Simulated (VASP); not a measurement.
# Br (Immm) in VASP: a series of runs

The runs below take Br through relaxation of cell and atoms, with PBEsol.

All numbers are computed with VASP 6.6.1; they aren't measurements. Logs are shortened: lines on timing, memory, paths and dates and some standing lists are left out, and cuts for length are marked.

**1. The cell of the first run**

Symmetry: Immm, No. 71, orthorhombic system. The conventional cell has a = 2.574 Å, b = 3.440 Å, c = 7.156 Å, α = 90.00°, β = 90.00°, γ = 90.00°. Br (site symmetry mmm) has 4 Br at 2.57 to 3.44 Å within 3.5 Å.

**2. Relaxation of cell and atoms, PBEsol, target pressure 20 GPa, at which the enthalpy is minimised**

The input, INCAR:

```
PREC = Accurate
ENCUT = 600
EDIFF = 1E-6
ISMEAR = -1
SIGMA = 0.05
LREAL = F
LASPH = T
NELM = 100
ALGO = Normal
ISIF = 3
LWAVE = F
LCHARG = F
GGA = PS
IBRION = 2
NSW = 60
EDIFFG = -0.01
PSTRESS = 200.0
```

The input, KPOINTS:

```
regular mesh
0
Gamma
  13 13 13
```

The input, POSCAR:

```
Br
1.0
   -1.2867684050      1.7199972000      3.5779911600
    1.2867684050     -1.7199972000      3.5779911600
    1.2867684050      1.7199972000     -3.5779911600
Br
1
Direct
    0.0000000000      0.0000000000      0.0000000000
```

Potentials or basis: VASP PAW PBE potentials, release 64 (Br).

Launch:

```bash
$ cat potpaw_PBE.64/Br/POTCAR > POTCAR
$ mpirun -np 1 vasp_std > vasp.out
```

OUTCAR:

```text
PREC = Accurate
   ENCUT = 600
   EDIFF = 1E-6
   ISMEAR = -1
   LREAL = F
   LASPH = T
   NELM = 100
   ISIF = 3
   GGA = PS
   IBRION = 2
   NSW = 60
   EDIFFG = -0.01
   PSTRESS = 200.0

 ion  position               nearest neighbor table
   1  0.000  0.000  0.000-

  LATTYP: Found a body centered orthorhombic cell.
 ALAT       =     2.5735368100
 B/A-ratio  =     1.3366796957
 C/A-ratio  =     2.7806022794

  Lattice vectors:

 A1 = (  -1.2867684050,   1.7199972000,   3.5779911600)
 A2 = (   1.2867684050,  -1.7199972000,   3.5779911600)
 A3 = (   1.2867684050,   1.7199972000,  -3.5779911600)

Analysis of symmetry for initial positions (statically):
=====================================================================
 Subroutine PRICEL returns:
 Original cell was already a primitive cell.

 Routine SETGRP: Setting up the symmetry group for a
 body centered orthorhombic supercell.

 Subroutine GETGRP returns: Found  8 space group operations
 (whereof  8 operations were pure point group operations)
 out of a pool of  8 trial point group operations.

The static configuration has the point symmetry D_2h.

Analysis of symmetry for dynamics (positions and initial velocities):
=====================================================================
 Subroutine PRICEL returns:
 Original cell was already a primitive cell.

 Routine SETGRP: Setting up the symmetry group for a
 body centered orthorhombic supercell.

 Subroutine GETGRP returns: Found  8 space group operations
 (whereof  8 operations were pure point group operations)
 out of a pool of  8 trial point group operations.

The dynamic configuration has the point symmetry D_2h.

 Subroutine INISYM returns: Found  8 space group operations
 (whereof  8 operations are pure point group operations),
 and found     1 'primitive' translations

----------------------------------------------------------------------------------------

                                     Primitive cell

  volume of cell :      31.6758

  direct lattice vectors                    reciprocal lattice vectors
    -1.286768405  1.719997200  3.577991160     0.000000000  0.290698148  0.139743218
     1.286768405 -1.719997200  3.577991160     0.388570312  0.000000000  0.139743218
     1.286768405  1.719997200 -3.577991160     0.388570312  0.290698148  0.000000000

  length of vectors
     4.173270185  4.173270185  4.173270185     0.322542370  0.412934685  0.485275489

  position of ions in fractional coordinates (direct lattice)
[... 73 lines left out ...]
   LSORBIT =      F    spin-orbit coupling
   LASPH  =      T    aspherical Exc in radial PAW
   ENCUT  =  600.0 eV  44.10 Ry    6.64 a.u.   8.34  8.34  8.34*2*pi/ulx,y,z
   NELM   =    100;   NELMIN=  2; NELMDL= -5     # of ELM steps
   EDIFF  = 0.1E-05   stopping-criterion for ELM
   LREAL  =      F    real-space projection
   EDIFFG = -.1E-01   stopping-criterion for IOM
   NSW    =     60    number of steps for IOM
   IBRION =      2    ionic relax: 0-MD 1-quasi-New 2-CG
   NFREE  =      1    steps in history (QN), initial steepest desc. (CG)
   ISIF   =      3    stress and relaxation
   ISYM   =      2    0-nonsym 1-usesym 2-fastsym
   POTIM  = 0.5000    time-step for ionic-motion
   TEBEG  =    0.0;   TEEND  =   0.0 temperature during run
   PSTRESS=  200.0 pullay stress
   NELECT =       7.0000    total number of electrons
   NUPDOWN=      -1.0000    fix difference up-down
   EMIN   =  10.00;   EMAX   =-10.00  energy-range for DOS
   EFERMI =   0.00;   METHOD = LEGACY
   ISMEAR =    -1;   SIGMA  =   0.05  broadening in eV -4-tet -1-fermi 0-gaus
   EFERMI_NEDOS =   21; number of points for ismear=-14 and -15
   IALGO  =     38    algorithm
   IMIX   =      4    mixing-type and parameters
     AMIX     =   0.40;   BMIX     =  1.00
     AMIX_MAG =   1.60;   BMIX_MAG =  1.00
  volume/ion in A,a.u.               =      31.68       213.76
  Fermi-wavevector in a.u.,A,eV,Ry     =   0.989764  1.870383 13.328717  0.979633
  Thomas-Fermi vector in A             =   2.121386
   LORBIT       =      0    0 simple, 1 ext, 2 COOP (PROOUT), +10 PAW based schemes
   GGA     = PS    functional components
   LHFCALC =     F    Hartree Fock is set to
   AEXX    =    0.0000 exact exchange contribution
   IVDW    =     0    specifies the selected vdW correction
   LEPSILON=     F    determine dielectric tensor
   LRPA    =     F    only Hartree local field effects (RPA)
 conjugate gradient relaxation of ions
 non-spin polarized calculation
  energy-cutoff  :      600.00
  volume of cell :       31.68
 maximum number of plane-waves:      1071
 NGX is ok and might be reduce to    36
   NGX = 17   NGY = 17   NGZ = 17

--------------------------------------- Ionic step        1  -------------------------------------------

 number of electron       7.0000000 magnetization

 Free energy of the ion-electron system (eV)
  ---------------------------------------------------
  ext. energy  EPLUGINS =         0.00000000
  ---------------------------------------------------
  free energy    TOTEN  =        -1.78470247 eV

  energy without entropy =       -1.77985773  energy(sigma->0) =       -1.78228010

------------------------ aborting loop because EDIFF is reached ----------------------------------------

  FORCE on cell =-STRESS in cart. coord.  units (eV):
  Direction    XX          YY          ZZ          XY          YZ          ZX
  --------------------------------------------------------------------------------------
  -------------------------------------------------------------------------------------
  Total       -0.4416789     -0.1216142      0.0002695      0.0000000      0.0000000      0.0000000
  in kB      -22.3403460     -6.1513083      0.0136304      0.0000000      0.0000000      0.0000000
  external PRESSURE =    -209.4926746 kB  Pullay stress =     200.0000000 kB
[... 584 lines left out ...]
 k-point    24 :       0.2308    0.1538    0.0000
  band No.  band energies     occupation
      1     -11.8493      2.00000
      2       0.8279      2.00000
      3       2.7947      2.00000
      4       4.4500      0.32591
      5      13.0526      0.00000
      6      17.2386      0.00000
      7      17.5720      0.00000

 [... further k-points ...]

[... ionic steps 4 to 34 ...]

--------------------------------------- Ionic step       35  -------------------------------------------

 number of electron       7.0000000 magnetization

------------------------ aborting loop because EDIFF is reached ----------------------------------------
[... 69 lines left out ...]
--------------------------------------- Ionic step       37  -------------------------------------------

 number of electron       7.0000000 magnetization

 Free energy of the ion-electron system (eV)
  ---------------------------------------------------
  ext. energy  EPLUGINS =         0.00000000
  ---------------------------------------------------
  free energy    TOTEN  =        -1.37095399 eV

  energy without entropy =       -1.36698825  energy(sigma->0) =       -1.36897112

 E-fermi :   5.3487     XC(G=0): -10.8694

 val. band max:        5.3419942885   @ k =  -0.2308  -0.4615   0.1538
 cond. band min:       5.3528249059   @ k =  -0.0769  -0.1538   0.0769
 fundamental gap:      0.0108306173
 Fermi energy:         5.3486975579
[... 272 lines left out ...]
  energy  without entropy=       -1.3669882518  energy(sigma->0) =       -1.36897112

  enthalpy is  TOTEN    =         1.0590443375 eV   P V=        2.4299983285

 reached required accuracy - stopping structural energy minimisation
```

CONTCAR:

```text
Br
   1.00000000000000
    -1.2454575159580179    1.4522523176086752    2.6906398757405254
     1.2454575159580179   -1.4522523176086752    2.6906398757405254
     1.2454575159580179    1.4522523176086752   -2.6906398757405254
  Br
     1
Direct
     0.0000000000000000    0.0000000000000000    0.0000000000000000

  0.00000000E+00  0.00000000E+00  0.00000000E+00
```

Wall time 12 min (1 thread of Intel Xeon 6975P-C (Granite Rapids), shared host); peak memory 0.29 GiB.

Results:

- Free energy: -1.3710 eV
- Relaxed volume: 19.47 Å³/atom
- Relaxed cell: a = 3.301 Å, b = 3.301 Å, c = 3.301 Å, α = 135.67°, β = 127.81°, γ = 70.83°
- Space group after relaxing (to 0.1 Å): Immm (No. 71)
- Energy change on relaxing (the run minimises the enthalpy): +413.7 meV/atom
- Ionic steps: 37
- Pressure after relaxing: 20.0 GPa
- Band gap on the k mesh: zero (an odd number of electrons rules out a gap without spin polarisation)

Step by step:
```
step  energy change (eV)  largest force (eV/Å)  pressure (GPa)  volume (Å³)
   1              0.0000                0.0000           -0.95        31.68
   2              2.8364                0.0000          107.68        16.23
   3              0.2622                0.0000           15.68        24.26
   4              0.3167                0.0000           17.92        23.77
   5              0.7842                0.0000           37.91        17.33
   6              0.5080                0.0000           26.06        19.11
   7              0.5378                0.0000           27.28        18.86
   8              0.2806                0.0000           10.32        21.02
   9              0.3787                0.0000           18.25        19.82
  10              0.3811                0.0000           18.41        19.80
  11              0.4173                0.0000           19.58        19.46
  12              0.4348                0.0000           20.14        19.32
  13              0.4371                0.0000           20.20        19.30
  14              0.4384                0.0000           20.24        19.29
  15              0.4324                0.0000           19.82        19.33
  16              0.4315                0.0000           19.82        19.34
  17              0.4315                0.0000           19.88        19.34
  18              0.4316                0.0000           20.05        19.34
  19              0.4318                0.0000           20.44        19.33
  20              0.4360                0.0000           21.64        19.30
  21              0.4326                0.0000           20.83        19.32
  22              0.4313                0.0000           20.81        19.33
  23              0.4274                0.0000           20.74        19.36
  24              0.4199                0.0000           20.63        19.42
  25              0.4251                0.0000           20.70        19.38
  26              0.4230                0.0000           20.55        19.39
  27              0.4168                0.0000           20.13        19.44
  28              0.4149                0.0000           20.03        19.46
  29              0.4144                0.0000           20.06        19.46
  30              0.4134                0.0000           19.95        19.47
  31              0.4140                0.0000           19.94        19.46
  32              0.4144                0.0000           19.99        19.46
  33              0.4154                0.0000           20.11        19.45
  34              0.4150                0.0000           20.10        19.46
  35              0.4147                0.0000           20.07        19.46
  36              0.4145                0.0000           20.07        19.46
  37              0.4137                0.0000           20.03        19.47
```

Final structure:
```
CELL_PARAMETERS angstrom
-1.24546 1.45225 2.69064
1.24546 -1.45225 2.69064
1.24546 1.45225 -2.69064
ATOMIC_POSITIONS crystal
Br 0.00000 0.00000 0.00000
```

Levels at points of the mesh, in eV from the Fermi level:
```csv
k point,band 1,band 2,band 3,band 4,band 5,band 6
"(0.00, 0.00, 0.00)",-18.34,-0.62,0.11,4.00,7.20,10.51
```

Caveat: the cell is relaxed towards a set pressure, so the run minimises the enthalpy, not the energy; the volume moved by over 15 % at a fixed basis, so the end points are rough; the PAW data sets were made with another functional, which shifts forces and pressure a little; an odd number of electrons without spin polarisation forces a metal; a magnetic or distorted state may lie lower.

**3. Relaxation of cell and atoms, PBEsol, target pressure 30 GPa, at which the enthalpy is minimised**

The input, INCAR:

```
  PREC = Accurate
  ENCUT = 600
  EDIFF = 1E-6
  ISMEAR = -1
  SIGMA = 0.05
  LREAL = False
  LASPH = True
  NELM = 80
  ALGO = Normal
  ISIF = 3
  LWAVE = False
  LCHARG = False
  GGA = PS
  IBRION = 2
  NSW = 60
  EDIFFG = -0.01
  PSTRESS = 300.0
```

The input, KPOINTS:

```
Automatic mesh
0
Gamma
  13 13 13
```

POSCAR is that of step 2.

Potentials or basis: VASP PAW PBE potentials, release 64 (Br).

Launch:

```bash
$ cat potpaw_PBE.64/Br/POTCAR > POTCAR
$ mpirun -np 1 vasp_std > vasp.out
```

It took 13 min on 1 thread of Intel Xeon 6975P-C (Granite Rapids), shared host; peak memory 0.29 GiB.

Results (log left out):

| Property | Result |
| --- | --- |
| Free energy | -1.1347 eV |
| Relaxed volume | 17.91 Å³/atom |
| Relaxed cell | a = 3.203 Å, b = 3.203 Å, c = 3.203 Å, α = 133.21°, β = 130.22°, γ = 70.71° |
| Space group after relaxing (to 0.1 Å) | Immm (No. 71) |
| Energy change on relaxing (the run minimises the enthalpy) | +650.0 meV/atom |
| Ionic steps | 44 |
| Pressure after relaxing | 30.0 GPa |
| Band gap on the k mesh | zero (an odd number of electrons rules out a gap without spin polarisation) |

Stress tensor (GPa, compression positive):
```
29.95  0.00  0.00
 0.00 29.93  0.00
 0.00  0.00 30.07
```

Step by step:
```
step  energy change (eV)  largest force (eV/Å)  pressure (GPa)  volume (Å³)
   1              0.0000                0.0000           -0.95        31.68
   3              0.2926                0.0000           17.03        23.87
   5              0.6111                0.0000           29.44        21.71
   7              0.7762                0.0000           38.86        17.82
   9              0.3425                0.0000           11.89        20.45
  11              0.5609                0.0000           27.20        18.48
  13              0.6586                0.0000           30.34        17.87
  15              0.6636                0.0000           30.50        17.84
  17              0.6561                0.0000           30.08        17.88
  19              0.6519                0.0000           29.89        17.91
  21              0.6548                0.0000           30.12        17.89
  23              0.6579                0.0000           30.34        17.87
  25              0.6586                0.0000           30.40        17.87
  27              0.6590                0.0000           30.44        17.87
  29              0.6606                0.0000           30.62        17.86
  31              0.6613                0.0000           30.69        17.85
  33              0.6581                0.0000           30.61        17.87
  35              0.6511                0.0000           30.13        17.91
  37              0.6468                0.0000           29.94        17.93
  39              0.6455                0.0000           29.86        17.94
  41              0.6466                0.0000           29.86        17.93
  43              0.6531                0.0000           30.05        17.90
  44              0.6500                0.0000           29.98        17.91
```

Final structure:
```yaml
crystal:
  lattice:
    - [-1.27180, 1.34795, 2.61216]
    - [1.27180, -1.34795, 2.61216]
    - [1.27180, 1.34795, -2.61216]
  atoms:
    - { symbol: Br, position: [0.00000, 0.00000, 0.00000] }
```

Levels at points of the mesh, in eV from the Fermi level:
```
           k point  band 1  band 2  band 3  band 4  band 5  band 6  band 7
(0.00, 0.00, 0.00)  -19.25   -0.55    1.21    2.84    8.04   10.13   12.78
```

Caveat: the cell is relaxed towards a set pressure, so the run minimises the enthalpy, not the energy; the volume moved by over 15 % at a fixed basis, so the end points are rough; the PAW data sets were made with another functional, which shifts forces and pressure a little; an odd number of electrons without spin polarisation forces a metal; a magnetic or distorted state may lie lower.

The gap in the log of VASP goes by the Fermi energy; the results here count the filled bands.